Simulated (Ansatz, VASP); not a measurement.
## Br in VASP and in Ansatz

Contents of INCAR:

```
  ALGO = Normal
  EDIFF = 1E-6
  ENCUT = 520
  GGA = RP
  GGA_COMPAT = False
  ISIF = 2
  ISMEAR = -1
  IVDW = 12
  LASPH = True
  LCHARG = False
  LORBIT = 11
  LORBMOM = True
  LREAL = False
  LSORBIT = True
  LWAVE = False
  MAGMOM = 0 0 0
  NBANDS = 18
  NELM = 150
  PREC = Accurate
  SIGMA = 0.15
```

File KPOINTS:

```
k-points
0
Gamma
  13 13 13
```

File POSCAR:

```
Br
1.0
   -1.4514103950      1.4514103950      3.6476825829
    1.4514103950     -1.4514103950      3.6476825829
    1.4514103950      1.4514103950     -3.6476825829
Br
1
Direct
    0.0000000000      0.0000000000      0.0000000000
```

File input.yaml:

```yaml
crystal:
  lattice:
    - [-1.451410395, 1.451410395, 3.6476825829]
    - [1.451410395, -1.451410395, 3.6476825829]
    - [1.451410395, 1.451410395, -3.6476825829]
  atoms:
    - { symbol: Br, position: [0.0, 0.0, 0.0] }
hamiltonian:
  xc: rpbe
  pseudopotentials: { kind: nc_fr, accuracy: standard }
  dispersion: d3bj
magnetization:
  noncollinear: true
  spin_orbit: true
kpoints:
  mp_grid: { grid: [13, 13, 13] }
scf:
  occupations: { method: fermi_dirac, width: 0.15 }
output:
  forces: true
  stress: true
  eigenvalues: true
  write_density: true
  write_potential: true
  elf: true
  volumetric_format: npy
```

Alike in both runs: task single point; functional RPBE; dispersion D3(BJ); k mesh 13 × 13 × 13; occupations fermi-dirac, width 0.15 eV; non-collinear spin, spin-orbit coupling.

```csv
,VASP,Ansatz
version,VASP 6.6.1,Ansatz 0.2.0
potentials or method,"VASP PAW PBE potentials, release 64 (Br)",PseudoDojo standard (PBE files)
plane-wave cutoff (eV),520,626
valence electrons in the cell,7,7
```

VASP gave:

```
pressure (GPa)                                                : -4.5
traceless stress, the component that is largest in VASP (GPa) : 3.33
net moment per atom (μB)                                      : 0.00
```

Estimate Ansatz's values.

pressure (GPa): -4.6; traceless stress, the component that is largest in VASP (GPa): 3.38; net moment per atom (μB): 0.00.

VASP's potentials were made for PBE, not for RPBE.

Noted on Ansatz's run: the potentials were made for another functional, which shifts forces and pressure.
